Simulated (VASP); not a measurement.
# CoPdO2 (R-3m) in VASP: further runs, part 2 of 2

VASP 6.6.1. The steps go on from the part before.

### Step 3. Relaxation of shape and atoms at fixed volume, RPBE+D4+U, collinear spin, zero start (10.15 Å³/atom)

This run uses another cell than the first one, of 10.15 Å³/atom.

The input, INCAR:

```
ALGO     = Fast           # electronic algorithm
EDIFF    = 1E-6           # SCF threshold, eV
EDIFFG   = -0.01          # ionic threshold
ENCUT    = 600            # plane-wave cutoff, eV
GGA      = RP             # functional
IBRION   = 2              # ionic algorithm
ISIF     = 4              # what is computed and relaxed
ISMEAR   = 0              # smearing method
ISPIN    = 2              # spin polarisation
IVDW     = 13             # dispersion correction
LASPH    = True           # aspherical terms in the spheres
LCHARG   = False          # write CHGCAR
LDAU     = True           # DFT+U
LDAUJ    = 0 0 0        
LDAUL    = 2 -1 -1        # shell
LDAUPRINT= 1            
LDAUTYPE = 2            
LDAUU    = 3.3 0 0        # U, eV
LMAXMIX  = 4              # l up to which the mixer works
LORBIT   = 11             # projections on sites
LREAL    = False          # projectors in reciprocal space
LWAVE    = False          # write WAVECAR
MAGMOM   = 0 0 0 0        # initial moments
NELM     = 150            # most SCF steps
NSW      = 60             # ionic steps
PREC     = Accurate       # precision mode
SIGMA    = 0.05           # smearing width, eV
```

The input, KPOINTS:

```
k-points
0
Gamma
  10 10 10
```

The input, POSCAR:

```
CoPdO2
1.0
    1.4095923255      0.8138285086      5.8994555618
   -1.4095923255      0.8138285086      5.8994555618
    0.0000000000     -1.6276570171      5.8994555618
Co Pd O
1 1 2
Direct
    0.5000000000      0.5000000000      0.5000000000
    0.0000000000      0.0000000000      0.0000000000
    0.1118020898      0.1118020898      0.1118020898
    0.8881979102      0.8881979102      0.8881979102
```

Potentials or basis: VASP PAW PBE potentials, release 64 (Co, Pd, O).

Run with:

```bash
> cat potpaw_PBE.64/Co/POTCAR potpaw_PBE.64/Pd/POTCAR potpaw_PBE.64/O/POTCAR > POTCAR
> mpirun -np 1 vasp_std > vasp.out
```

OUTCAR:

```text
EDIFF = 1E-6
   EDIFFG = -0.01
   ENCUT = 600
   GGA = RP
   IBRION = 2
   ISIF = 4
   ISMEAR = 0
   ISPIN = 2
   IVDW = 13
   LASPH = True
   LORBIT = 11
   LREAL = False
   NELM = 150
   NSW = 60
   PREC = Accurate

 ion  position               nearest neighbor table
   1  0.500  0.500  0.500-   3 1.90   4 1.90   3 1.90   3 1.90   4 1.90   4 1.90
   2  0.000  0.000  0.000-   3 1.98   4 1.98
   3  0.112  0.112  0.112-   1 1.90   1 1.90   1 1.90   2 1.98
   4  0.888  0.888  0.888-   1 1.90   1 1.90   1 1.90   2 1.98

  LATTYP: Found a trigonal (rhomboedric) cell.
 ALAT       =     6.1198728166
 COS(alpha) =     0.8938958782

  Lattice vectors:

 A1 = (   1.4095923255,   0.8138285086,   5.8994555618)
 A2 = (  -1.4095923255,   0.8138285086,   5.8994555618)
 A3 = (   0.0000000000,  -1.6276570171,   5.8994555618)

Analysis of symmetry for initial positions (statically):
=====================================================================
 Subroutine PRICEL returns:
 Original cell was already a primitive cell.

 Routine SETGRP: Setting up the symmetry group for a
 trigonal (rhombohedral) supercell.

 Subroutine GETGRP returns: Found 12 space group operations
 (whereof 12 operations were pure point group operations)
 out of a pool of 12 trial point group operations.

The static configuration has the point symmetry D_3d.

Analysis of symmetry for dynamics (positions and initial velocities):
=====================================================================
 Subroutine PRICEL returns:
 Original cell was already a primitive cell.

 Routine SETGRP: Setting up the symmetry group for a
 trigonal (rhombohedral) supercell.

 Subroutine GETGRP returns: Found 12 space group operations
[... 309 lines left out ...]
  0.0000  0.5853  0.0000 -0.0000  0.2651
 -0.0000  0.0000  0.9692 -0.0000 -0.0000
  0.2651 -0.0000 -0.0000  0.5853  0.0000
 -0.0000  0.2651 -0.0000  0.0000  0.7819

spin component  2

  0.7819  0.0000 -0.0000  0.2651 -0.0000
  0.0000  0.5853  0.0000 -0.0000  0.2651
 -0.0000  0.0000  0.9692 -0.0000 -0.0000
  0.2651 -0.0000 -0.0000  0.5853  0.0000
 -0.0000  0.2651 -0.0000  0.0000  0.7819

 occupancies and eigenvectors

  o =  0.4008  v =  0.0000  0.0000  0.0000  0.0000  0.0000  0.0000 -0.8209  0.0000  0.0000  0.5711      0.0000  0.0000  0.0000  0.0000  0.0000  0.0000  0.0000  0.0000  0.0000  0.0000
  o =  0.4008  v =  0.0000  0.0000  0.0000  0.0000  0.0000 -0.5711  0.0000 -0.0000  0.8209 -0.0000      0.0000  0.0000  0.0000  0.0000  0.0000  0.0000  0.0000  0.0000  0.0000  0.0000
  o =  0.4008  v =  0.0000 -0.8209  0.0000  0.0000  0.5711  0.0000  0.0000  0.0000  0.0000  0.0000      0.0000  0.0000  0.0000  0.0000  0.0000  0.0000  0.0000  0.0000  0.0000  0.0000
  o =  0.4008  v = -0.5711  0.0000 -0.0000  0.8209 -0.0000  0.0000  0.0000  0.0000  0.0000  0.0000      0.0000  0.0000  0.0000  0.0000  0.0000  0.0000  0.0000  0.0000  0.0000  0.0000
  o =  0.9663  v =  0.0000  0.5711  0.0000  0.0000  0.8209  0.0000  0.0000  0.0000  0.0000  0.0000      0.0000  0.0000  0.0000  0.0000  0.0000  0.0000  0.0000  0.0000  0.0000  0.0000
  o =  0.9663  v = -0.8209  0.0000  0.0000 -0.5711  0.0000  0.0000  0.0000  0.0000  0.0000  0.0000      0.0000  0.0000  0.0000  0.0000  0.0000  0.0000  0.0000  0.0000  0.0000  0.0000
  o =  0.9663  v =  0.0000  0.0000  0.0000  0.0000  0.0000  0.0000  0.5711  0.0000  0.0000  0.8209      0.0000  0.0000  0.0000  0.0000  0.0000  0.0000  0.0000  0.0000  0.0000  0.0000
  o =  0.9663  v =  0.0000  0.0000  0.0000  0.0000  0.0000 -0.8209  0.0000  0.0000 -0.5711  0.0000      0.0000  0.0000  0.0000  0.0000  0.0000  0.0000  0.0000  0.0000  0.0000  0.0000
  o =  0.9692  v =  0.0000  0.0000  0.0000  0.0000  0.0000  0.0000  0.0000 -1.0000  0.0000  0.0000      0.0000  0.0000  0.0000  0.0000  0.0000  0.0000  0.0000  0.0000  0.0000  0.0000
  o =  0.9692  v =  0.0000  0.0000 -1.0000  0.0000  0.0000  0.0000  0.0000  0.0000  0.0000  0.0000      0.0000  0.0000  0.0000  0.0000  0.0000  0.0000  0.0000  0.0000  0.0000  0.0000

--------------------------------------- Ionic step        4  -------------------------------------------

 number of electron      30.9999995 magnetization      -0.0000004

 Free energy of the ion-electron system (eV)
  ---------------------------------------------------
  ext. energy  EPLUGINS =         0.00000000
  ---------------------------------------------------
  free energy    TOTEN  =       -21.43811353 eV

  energy without entropy =      -21.43479486  energy(sigma->0) =      -21.43645419

 E-fermi :   8.0818     XC(G=0): -12.3623

 val. band max:        8.0784086791   @ k =  -0.3000  -0.3000   0.1000
 cond. band min:       8.0872190519   @ k =  -0.4000   0.3000   0.2000
 fundamental gap:      0.0088103728
 Fermi energy:         8.0817512450

 spin component 1

 k-point     1 :       0.0000    0.0000    0.0000
  band No.  band energies     occupation
      1     -12.8584      1.00000
      2     -11.0103      1.00000
      3      -0.6561      1.00000
      4       2.1604      1.00000
      5       2.1604      1.00000
      6       2.8844      1.00000
[... 1086 lines left out ...]
  FREE ENERGIE OF THE ION-ELECTRON SYSTEM (eV)
  ---------------------------------------------------
  free  energy   TOTEN  =       -24.1141348570 eV

  energy  without entropy=      -24.1108161870  energy(sigma->0) =      -24.11247552

 reached required accuracy - stopping structural energy minimisation

 total charge

# of ion       s       p       d       tot
------------------------------------------
    1        0.438   0.682   7.369   8.489
    2        0.493   0.488   8.464   9.444
    3        1.559   3.475   0.000   5.034
    4        1.559   3.475   0.000   5.034
--------------------------------------------------
tot          4.049   8.120  15.833  28.002

 magnetization (x)

# of ion       s       p       d       tot
------------------------------------------
    1       -0.000  -0.000  -0.000  -0.000
    2       -0.000  -0.000  -0.000  -0.000
    3       -0.000  -0.000   0.000  -0.000
    4       -0.000  -0.000   0.000  -0.000
--------------------------------------------------
tot         -0.000  -0.000  -0.000  -0.000
```

Wall time 80 min (1 thread of Oxide Virtual Turin-like, shared host); peak memory 0.57 GiB.

Results:

```yaml
Free_energy: -24.1141 eV
Energy_gained_by_relaxing: 0.5 meV/atom
Ionic_steps: 4
Pressure_after_relaxing: 2.3 GPa
Net_moment: 0.00 μB per cell
Valence_electrons_inside_the_program's_atomic_spheres: Co 8.49; Pd 9.44; O 5.03
Dispersion_energy_per_atom: -0.669 eV
```

Forces in eV/Å, atoms in the order of the input:
```
Co   0.000  0.000  0.000
Pd   0.000  0.000  0.000
O    0.000  0.000 -0.002
O    0.000  0.000  0.002
```

Step by step:
| step | energy change (eV) | largest force (eV/Å) | pressure (GPa) | volume (Å³) |
| --- | --- | --- | --- | --- |
| 1 | 0.0000 | 0.0616 | 2.77 | 40.61 |
| 2 | -0.0013 | 0.1271 | 2.25 | 40.61 |
| 3 | -0.0018 | 0.0648 | 2.47 | 40.61 |
| 4 | -0.0020 | 0.0022 | 2.28 | 40.61 |

Final structure:
```
Co Pd O
1.0
     1.40602    0.81176    5.92949
    -1.40602    0.81176    5.92949
     0.00000   -1.62353    5.92949
Co Pd O
1 1 2
Direct
  0.50000 0.50000 0.50000
  0.00000 0.00000 0.00000
  0.11176 0.11176 0.11176
  0.88824 0.88824 0.88824
```

Eigenvalues of the final occupation matrices:
| site | spin | trace | eigenvalues |
| --- | --- | --- | --- |
| site 1 d | 1 | 3.70 | 0.40 0.40 0.97 0.97 0.97 |
| site 1 d | 2 | 3.70 | 0.40 0.40 0.97 0.97 0.97 |

Caveat: no moment was typed at the start, so none could form; the PAW data sets were made with another functional, which shifts forces and pressure a little.
